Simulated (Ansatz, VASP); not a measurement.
MgO: VASP beside Ansatz

Contents of POSCAR:

```
MgO
1.0
    0.0000000000      2.1351491430      2.1351491430
    2.1351491430      0.0000000000      2.1351491430
    2.1351491430      2.1351491430      0.0000000000
Mg O
1 1
Direct
    0.0000000000      0.0000000000      0.0000000000
    0.5000000000      0.5000000000      0.5000000000
```

The input INCAR.step1:

```
SYSTEM = MgO
ALGO = Normal
EDIFF = 1E-5
ENCUT = 520
GGA = PE
ISIF = 2
ISMEAR = 0
LASPH = .True.
LCHARG = .False.
LREAL = .False.
LWAVE = .True.
NBANDS = 11
NELM = 100
PREC = Accurate
SIGMA = 0.05
```

File INCAR.step2:

```
SYSTEM = MgO
AEXX = 0.5
ALGO = Normal
EDIFF = 1E-6
ENCUT = 520
ISIF = 2
ISMEAR = 0
ISTART = 1
LASPH = .True.
LCHARG = .False.
LHFCALC = .True.
LMIXTAU = .True.
LREAL = .False.
LWAVE = .False.
METAGGA = R2SCAN
NBANDS = 11
NELM = 100
PREC = Accurate
PRECFOCK = Normal
SIGMA = 0.05
```

KPOINTS

```
k-points
0
Gamma
  6 6 6
  0 0 0
```

Input for Ansatz:

```yaml
crystal:
  lattice:
    - [0.0, 2.135149143, 2.135149143]
    - [2.135149143, 0.0, 2.135149143]
    - [2.135149143, 2.135149143, 0.0]
  atoms:
    - { symbol: Mg, position: [0.0, 0.0, 0.0] }
    - { symbol: O, position: [0.5, 0.5, 0.5] }
basis:
  ecutwfc: 500
  ecutrho_ratio: 4
kpoints:
  mp_grid: { grid: [6, 6, 6] }
hamiltonian:
  xc: r2scan50
scf:
  occupations: { method: gaussian, width: 0.05 }
  n_extra_bands: 9
output:
  forces: true
  stress: true
  eigenvalues: true
  populations: true
  dos: { projected: true, de: 0.02 }
  write_density: true
  write_potential: true
  elf: true
  volumetric_format: npy
```

Alike in both runs: task single point; functional r2SCAN50; k mesh 6 × 6 × 6; occupations gaussian, width 0.05 eV; no spin polarisation.

|  | VASP | Ansatz |
| --- | --- | --- |
| version | VASP 6.6.1 | Ansatz 0.2.0 |
| potentials or method | VASP PAW PBE potentials, release 64 (Mg, O), cutoff 520 eV | scalar-relativistic, plane waves, PAW |
| valence electrons in the cell | 8 | 16 |

```csv
,VASP,Ansatz,Ansatz less VASP
gap on the k mesh at the Fermi level (eV),9.55,9.60,+0.045
least direct gap on the mesh (eV),9.55,9.60,+0.045
pressure (GPa),-14.0,-13.6,+0.36
```

VASP's potentials were made for PBE, not for r2SCAN50. VASP's potentials hold 8 valence electrons a cell and Ansatz's 16, so a difference there can come from the potentials and not from the codes. Ansatz's warnings: stress exchange threshold loose, stress scf threshold loose.

The k mesh is coarse, so the values compare programs but aren't converged.
